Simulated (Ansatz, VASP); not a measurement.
Two plane-wave programs on MgF2

The input INCAR:

```
SYSTEM = MgF2
ALGO = Normal ; EDIFF = 1E-7
EDIFFG = -0.01 ; ENCUT = 600
GGA = PE ; GGA_COMPAT = .False.
IBRION = 2 ; ISIF = 3
ISMEAR = -1 ; LASPH = .True.
LCHARG = .False. ; LREAL = .False.
LWAVE = .False. ; NELM = 120
NELMIN = 4 ; NSW = 80
PREC = Accurate ; SIGMA = 0.02
```

KPOINTS

```
k-points
0
Gamma
  6 6 8
  0 0 0
```

The input POSCAR:

```
MgF2
1.0
    4.6250000000      0.0000000000      0.0000000000
    0.0000000000      4.6250000000      0.0000000000
    0.0000000000      0.0000000000      3.0520000000
Mg F
2 4
Direct
    0.0000000000      0.0000000000      0.0000000000
    0.5000000000      0.5000000000      0.5000000000
    0.3030000000      0.3030000000      0.0000000000
    0.1970000000      0.8030000000      0.5000000000
    0.6970000000      0.6970000000      0.0000000000
    0.8030000000      0.1970000000      0.5000000000
```

Input for Ansatz:

```yaml
crystal:
  lattice:
    - [4.625, 0.0, 0.0]
    - [0.0, 4.625, 0.0]
    - [0.0, 0.0, 3.052]
  atoms:
    - { symbol: Mg, position: [0.0, 0.0, 0.0] }
    - { symbol: Mg, position: [0.5, 0.5, 0.5] }
    - { symbol: F, position: [0.303, 0.303, 0.0] }
    - { symbol: F, position: [0.197, 0.803, 0.5] }
    - { symbol: F, position: [0.697, 0.697, 0.0] }
    - { symbol: F, position: [0.803, 0.197, 0.5] }
  symmetry: { tolerance: 0.0003 }
hamiltonian:
  xc: pbe
  pseudopotentials: { kind: paw, azcp: { folder: soft_1 } }
basis:
  ecutwfc: 420
magnetization:
  spin_polarized: false
scf:
  occupations: { method: fermi_dirac, width: 0.02 }
kpoints:
  mp_grid: { grid: [6, 6, 8], shift: [0, 0, 0] }
output:
  forces: true
  stress: true
  eigenvalues: true
relax:
  max_steps: 60
  cell: {}
```

Alike in both runs: task relaxation of cell and atoms; functional PBE; k mesh 6 × 6 × 8; occupations fermi-dirac, width 0.02 eV; no spin polarisation.

|  | VASP | Ansatz |
| --- | --- | --- |
| version | VASP 6.6.1 | Ansatz 0.2.0 |
| potentials or method | VASP PAW PBE potentials, release 64 (Mg, F), cutoff 600 eV | PAW plane waves |
| valence electrons in the cell | 32 | 48 |

|  | VASP | Ansatz | Ansatz less VASP |
| --- | --- | --- | --- |
| gap on the k mesh at the Fermi level, each at its own relaxed structure (eV) | 6.86 | 6.83 | -0.031 |
| relaxed volume (Å³/atom) | 11.26 | 11.38 | +0.122 |
| relaxed length of the cell vector where the two differ most in proportion (Å) | 4.681 | 4.699 | +0.0176 |

VASP's potentials hold 32 valence electrons a cell and Ansatz's 48, so a difference there can come from the potentials and not from the codes.
